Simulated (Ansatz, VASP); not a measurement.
# KF in VASP and in Ansatz

```
K F
1.0
     0.00000    2.61939    2.61939
     2.61939    0.00000    2.61939
     2.61939    2.61939    0.00000
K F
1 1
Cartesian
  0.0000 0.0000 0.0000
  2.6194 2.6194 2.6194
```

Change from the starting cell: volume scaled by 0.9405, crystal datasets.

Alike in both runs: task electric field gradients; functional PBE; k mesh 9 × 9 × 9; occupations fermi-dirac, width 0.01 eV; no spin polarisation.

|  | VASP | Ansatz |
| --- | --- | --- |
| version | VASP 6.6.1 | Ansatz 0.2.0 |
| potentials or method | VASP PAW PBE potentials, release 64 (K_sv, F), cutoff 520 eV | all-electron PAW with datasets made for the crystal, scalar-relativistic |

|  | VASP | Ansatz | Ansatz less VASP |
| --- | --- | --- | --- |
| gap on the k mesh at the Fermi level (eV) | 6.49 | 6.50 | +0.013 |
| pressure (GPa) | 3.9 | 3.8 | -0.10 |

Ansatz ran all-electron here, and VASP with PAW potentials.
